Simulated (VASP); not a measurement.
**CaS: single point with BLYP**

The system is CaS.

```
CELL_PARAMETERS angstrom
0.00000 2.85338 2.85338
2.85338 0.00000 2.85338
2.85338 2.85338 0.00000
ATOMIC_POSITIONS crystal
Ca 0.50000 0.50000 0.50000
S 0.00000 0.00000 0.00000
```

This cell differs from its parent crystal: volume scaled by 0.96.

```json
{"Program": "VASP 6.6.1", "Task": "single point", "Functional": "BLYP", "Potentials or basis": "VASP PAW PBE potentials, release 64 (Ca_sv, S)", "Cutoff": "500 eV", "k mesh": "8 × 8 × 8", "Occupations": "gaussian, width 0.05 eV", "Spin": "no spin polarisation", "Dipole correction": "no", "Further INCAR settings": "ALGO = Normal; EDIFF = 1e-06; NBANDS = 15"}
```

```json
{
  "Pressure": "2.5 GPa",
  "Band gap on the k mesh": "2.46 eV, indirect (least direct gap 3.24 eV)"
}
```

Levels at points of the mesh, in eV from the valence-band top:
```csv
k point,band 6,band 7,band 8,band 9,band 10,band 11
"(0.00, 0.00, 0.00)",0.00,0.00,0.00,4.12,4.12,4.12
"(0.50, 0.00, 0.00)",-2.99,-1.14,-1.14,5.47,5.94,6.02
"(0.50, 0.50, 0.00)",-2.18,-0.78,-0.78,2.46,5.44,6.05
```

Wall time 45 s on 1 thread of AMD EPYC 7R13, on a shared host, peak memory 0.14 GiB.

Caveat: the PAW data sets were made with another functional, which shifts forces and pressure a little. A k mesh can miss the band edges.
